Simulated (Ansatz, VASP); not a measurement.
## BaTiO2: VASP beside Ansatz

```
Ba Ti O
1.0
     4.36839    0.00000    0.00000
    -2.18419    3.78313    0.00000
     0.00000    0.00000    8.59253
Ba Ti O
1 1 2
Direct
  0.00000 0.00000 0.50000
  0.00000 0.00000 0.00000
  0.33333 0.66667 0.50000
  0.66667 0.33333 0.50000
```

Alike in both runs: functional PBE; k mesh 12 × 12 × 6; occupations gaussian, width 0.1 eV; collinear spin.

Ansatz relaxed the structure, and its values are those at the end. VASP's run is a single point on that final structure, the one shown.

|  | VASP | Ansatz |
| --- | --- | --- |
| version | VASP 6.6.1 | Ansatz 0.2.0 |
| potentials or method | VASP PAW PBE potentials, release 64 (Ba_sv, Ti_sv, O), cutoff 520 eV | scalar-relativistic, plane waves, PAW |
| valence electrons in the cell | 34 | 34 |

VASP gave:

- gap on the k mesh at the Fermi level (eV): none
- pressure (GPa): -0.3
- net moment per atom (μB): 0.61
- size of the moment on the site where the two differ most (μB): 0.13

Task: What did Ansatz give for the same quantities?

Result: gap on the k mesh at the Fermi level (eV): none; pressure (GPa): 0.0; net moment per atom (μB): 1.18; size of the moment on the site where the two differ most (μB): 0.92.

The net moments are unlike, so the other rows may belong to different states. Site moments also hang on the region over which each program counts them. A gap of «none» marks a metal or a gap that the smearing closes. Ansatz's warnings: given moment on shells.

Neither program's run includes spin-orbit coupling.
